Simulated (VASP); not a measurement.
A run of VASP 6.6.1 is set up as follows.

The input POSCAR:

```
BN
1.0
    1.2255815191      0.7075898200      3.3040796871
   -1.2255815191      0.7075898200      3.3040796871
    0.0000000000     -1.4151796399      3.3040796871
N B
1 1
Direct
    0.6672382000      0.6672382000      0.6672382000
    0.0003288000      0.0003288000      0.0003288000
```

INCAR.step1

```
PREC = Accurate
ENCUT = 520
EDIFF = 1E-5
ISMEAR = -1
SIGMA = 0.05
LREAL = F
LASPH = T
NELM = 80
ALGO = Normal
ISIF = 2
LWAVE = T
LCHARG = F
GGA = PE
NBANDS = 11
```

Contents of INCAR.step2:

```
PREC = Accurate
ENCUT = 520
EDIFF = 1E-7
ISMEAR = -1
SIGMA = 0.05
LREAL = F
LASPH = T
NELM = 80
ALGO = Normal
ISIF = 2
LWAVE = F
LCHARG = F
GGA = PE
LHFCALC = T
AEXX = 0.25
PRECFOCK = Normal
ISTART = 1
NBANDS = 11
```

The input KPOINTS:

```
Automatic mesh
0
Gamma
  6 6 6
```

Potentials or basis: VASP PAW PBE potentials, release 64 (N, B).

Command:

```bash
$ cat potpaw_PBE.64/N/POTCAR potpaw_PBE.64/B/POTCAR > POTCAR
$ cp INCAR.step1 INCAR
$ mpirun -np 1 vasp_std > vasp.out
$ cp INCAR.step2 INCAR
$ mpirun -np 1 vasp_std > vasp.out
```

Question: Estimate the band gap on the k mesh.

Answer: 6.40 eV, indirect (least direct gap 7.04 eV).

Question: Predict the pressure.

Answer: 15.6 GPa.

Stress tensor (GPa, compression positive):
```
22.35  0.00  0.00
 0.00 22.35  0.00
 0.00  0.00  2.20
```

Caveat: the k points lie up to 0.50 Å⁻¹ apart; the PAW data sets were made with another functional, which shifts forces and pressure a little. A k mesh can miss the band edges.
